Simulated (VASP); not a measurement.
Crystal: Ga4ICl3.

```
Ga I Cl
1.0
    -3.48027    3.48027    3.48027
     3.48027   -3.48027    3.48027
     3.48027    3.48027   -3.48027
Ga I Cl
4 1 3
Direct
  0.50000 0.50000 0.50000
  0.00000 0.00000 0.50000
  0.00000 0.50000 0.00000
  0.50000 0.00000 0.00000
  0.00000 0.00000 0.00000
  0.50000 0.50000 0.00000
  0.50000 0.00000 0.50000
  0.00000 0.50000 0.50000
```

```yaml
Program: VASP 6.6.1
Task: relaxation of cell and atoms
Functional: PBE
Potentials_or_basis: VASP PAW PBE potentials, release 64 (Ga_d, I, Cl)
Cutoff: 600 eV
k_mesh: 4 × 4 × 4
Occupations: gaussian, width 0.1 eV
Spin: no spin polarisation
```

At the start: pressure 10.0 GPa; volume 21.08 Å³/atom.

Where does the relaxation end?

Over 3 steps the energy falls by 155.9 meV/atom and the volume is 27.31 Å³/atom (+29.6 %); space group Im-3m (No. 229, to 0.1 Å) before and after.

The path:
| step | energy change (eV) | largest force (eV/Å) | pressure (GPa) | volume (Å³) |
| --- | --- | --- | --- | --- |
| 1 | 0.0000 | 0.0000 | 10.00 | 168.62 |
| 2 | -1.1699 | 0.0000 | 1.87 | 202.80 |
| 3 | -1.2471 | 0.0000 | -0.16 | 218.51 |

Final structure:
```
Ga I Cl
1.0
    -3.79436    3.79436    3.79436
     3.79436   -3.79436    3.79436
     3.79436    3.79436   -3.79436
Ga I Cl
4 1 3
Direct
  0.50000 0.50000 0.50000
  0.00000 0.00000 0.50000
  0.00000 0.50000 0.00000
  0.50000 0.00000 0.00000
  0.00000 0.00000 0.00000
  0.50000 0.50000 0.00000
  0.50000 0.00000 0.50000
  0.00000 0.50000 0.50000
```

Caveat: the volume moved by over 15 % at a fixed basis, so the end points are rough.
